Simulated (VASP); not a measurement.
Input of a VASP 6.6.1 run:

File INCAR:

```
PREC     = Accurate       # precision mode
ENCUT    = 520            # plane-wave cutoff, eV
EDIFF    = 1E-6           # SCF threshold, eV
ISMEAR   = 0              # smearing method
SIGMA    = 0.1            # smearing width, eV
LREAL    = F              # projectors in reciprocal space
LASPH    = T              # aspherical terms in the spheres
NELM     = 60             # most SCF steps
ALGO     = Normal         # electronic algorithm
ISIF     = 2              # what is computed and relaxed
LWAVE    = F              # write WAVECAR
LCHARG   = T              # write CHGCAR
LDIPOL   = T            
IDIPOL   = 3            
DIPOL    = 0.5 0.5 0.364
GGA      = PE             # functional
LELF     = T              # ELF
LVHAR    = T            
LVACPOTAV= T            
NBANDS   = 47             # bands
```

KPOINTS

```
regular mesh
0
Gamma
  9 6 1
```

File POSCAR:

```
Ti6C
1.0
    2.8319727860      0.0000000000      0.0000000000
    0.0000000000      4.5793473380      0.0000000000
    0.0000000000      0.0000000000     22.0506909065
Ti C
6 1
Direct
    0.5000000000      0.0000000000      0.1814002118
    0.0000000000      0.5000000000      0.2413504290
    0.5000000000      0.0000000000      0.3013006462
    0.5000000000      0.5000000000      0.3625816208
    0.0000000000      0.0000000000      0.4208167734
    0.5000000000      0.5000000000      0.4784743912
    0.5000000000      0.5000000000      0.5644954912
```

Potentials or basis: VASP PAW PBE potentials, release 64 (Ti_sv, C).

Run with:

```sh
$ cat potpaw_PBE.64/Ti_sv/POTCAR potpaw_PBE.64/C/POTCAR > POTCAR
$ mpirun -np 1 vasp_std > vasp.out
```

**Question.** Estimate the largest force.

**Answer.** 0.385 eV/Å.

**Question.** Estimate the band gap on the k mesh.

**Answer.** Zero (band 38 reaches 0.26 eV, above the bottom of band 39 at -0.09 eV).

Forces on the atoms (eV/Å):
```
Ti   0.000  0.000  0.385
Ti   0.000  0.000 -0.070
Ti   0.000  0.000 -0.318
Ti   0.000  0.000  0.301
Ti   0.000  0.000 -0.278
Ti   0.000  0.000 -0.081
C    0.000  0.000  0.060
```
